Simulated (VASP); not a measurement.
Set up this calculation in VASP 6.6.1, as the native input.

- Task: single point
- Functional: PBE
- Potentials or basis: VASP PAW PBE potentials, release 64 (Nb_sv)
- Cutoff: 520 eV
- k mesh: 10 × 10 × 10
- Occupations: fermi-dirac, width 0.05 eV
- Spin: collinear spin
- Starting moments: [1.0, 1.0] μB
- Dipole correction: no
- Further INCAR settings: ALGO = Normal; EDIFF = 1e-07; NBANDS = 24

The structure of Nb lies in POSCAR:

```
Nb
1.0
    0.0000000000      2.9541141105      2.9541141105
    2.9541141105      0.0000000000      2.9541141105
    2.9541141105      2.9541141105      0.0000000000
Nb
2
Direct
    0.1250000000      0.1250000000      0.1250000000
    0.8750000000      0.8750000000      0.8750000000
```

This isn't the form of Nb at room conditions, which is bcc.

The input as run:

INCAR

```
SYSTEM = Nb
PREC = Accurate
ENCUT = 520
EDIFF = 1E-7
ISMEAR = -1
SIGMA = 0.05
LREAL = .FALSE.
LASPH = .TRUE.
NELM = 150
ALGO = Normal
ISIF = 2
LWAVE = .FALSE.
LCHARG = .TRUE.
ISPIN = 2
MAGMOM = 1 1
LORBIT = 11
LMAXMIX = 4
GGA = PE
LELF = .TRUE.
LVHAR = .TRUE.
NBANDS = 24
```

KPOINTS

```
regular mesh
0
G
  10 10 10
  0 0 0
```

Potentials or basis: VASP PAW PBE potentials, release 64 (Nb_sv).

Run with:

```bash
$ cat potpaw_PBE.64/Nb_sv/POTCAR > POTCAR
$ mpirun -np 1 vasp_std > vasp.out
```

It gave:

* Pressure: 0.0 GPa
* Band gap on the k mesh: zero (filled and empty bands overlap)
* Net moment: 0.00 μB per cell
* Valence electrons inside the program's atomic spheres: Nb 10.97

Run time: 95 s on 1 thread of Intel(R) Xeon(R) Platinum 8259CL CPU @ 2.50GHz (Skylake/Cascade Lake), on a shared host, peak memory 0.25 GiB.
